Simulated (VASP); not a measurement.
Set up this calculation in VASP 6.6.1, as the native input.

```yaml
Task: single point
Functional: PBE
Potentials_or_basis: VASP PAW PBE potentials, release 64 (Sn_d, Te)
Cutoff: 520 eV
k_mesh: 8 × 8 × 8
Occupations: fermi-dirac, width 0.02 eV
Spin: no spin polarisation
Dipole_correction: no
Further_INCAR_settings: ALGO = Normal; EDIFF = 1e-07; NBANDS = 17
```

The structure of SnTe lies in POSCAR:

```
SnTe
1.0
    2.2449600339      1.2961282799      3.7925333510
   -2.2449600339      1.2961282799      3.7925333510
    0.0000000000     -2.5922565598      3.7925333510
Sn Te
1 1
Direct
    0.9979649091      0.9979649091      0.9979649091
    0.5230350909      0.5230350909      0.5230350909
```

The input as run:

INCAR

```
PREC = Accurate ; ENCUT = 520
EDIFF = 1E-7 ; ISMEAR = -1
SIGMA = 0.02 ; LREAL = F
LASPH = T ; NELM = 80
ALGO = Normal ; ISIF = 2
LWAVE = F ; LCHARG = F
GGA = PE ; NBANDS = 17
```

KPOINTS

```
regular mesh
0
Gamma
  8 8 8
```

Potentials or basis: VASP PAW PBE potentials, release 64 (Sn_d, Te).

Command:

```bash
$ cat potpaw_PBE.64/Sn_d/POTCAR potpaw_PBE.64/Te/POTCAR > POTCAR
$ mpirun -np 1 vasp_std > vasp.out
```

It gave:

* Pressure: 0.7 GPa
* Largest force: 0.135 eV/Å
* Band gap on the k mesh: 0.35 eV, direct

Caveat: spin-orbit coupling is left out, which moves the levels of the heavy elements.

Wall time 110 s on 1 thread of Intel(R) Xeon(R) Platinum 8488C (Sapphire Rapids) (shared host), peak memory 0.24 GiB.
